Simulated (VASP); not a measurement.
**Ir: single point with LDA**

The system is Ir.

```
Ir
1.0
     0.00000    1.81119    1.81119
     1.81119    0.00000    1.81119
     1.81119    1.81119    0.00000
Ir
1
Cartesian
  0.0000 0.0000 0.0000
```

```yaml
Program: VASP 6.6.1
Task: single point
Functional: LDA
Potentials_or_basis: VASP PAW LDA potentials, release 64 (Ir)
Cutoff: 520 eV
k_mesh: 48 × 48 × 48
Occupations: gaussian, width 0.1 eV
Spin: no spin polarisation
Dipole_correction: no
Further_INCAR_settings: ALGO = Fast; EDIFF = 1e-06; NBANDS = 10
```

| Quantity | Value |
| --- | --- |
| Pressure | 95.3 GPa |
| Band gap on the k mesh | zero (an odd number of electrons rules out a gap without spin polarisation) |

Levels at points of the mesh, in eV from the Fermi level:
```csv
k point,band 1,band 2,band 3,band 4,band 5,band 6,band 7,band 8,band 9
"(0.00, 0.00, 0.00)",-13.06,-5.09,-5.09,-5.09,-1.51,-1.51,13.83,20.47,20.47
"(0.50, 0.00, 0.00)",-10.14,-5.24,-5.24,-1.07,1.27,1.27,9.32,13.43,21.24
"(0.50, 0.50, 0.00)",-10.17,-9.51,1.26,1.87,2.05,2.05,12.59,12.59,13.25
```

Run time: 3.5 min on 1 thread of Intel(R) Xeon(R) Platinum 8375C CPU @ 2.90GHz (Ice Lake) (shared host), peak memory 0.44 GiB.

Caveat: the cell stands under pressure; spin-orbit coupling is left out, which moves the levels of the heavy elements.
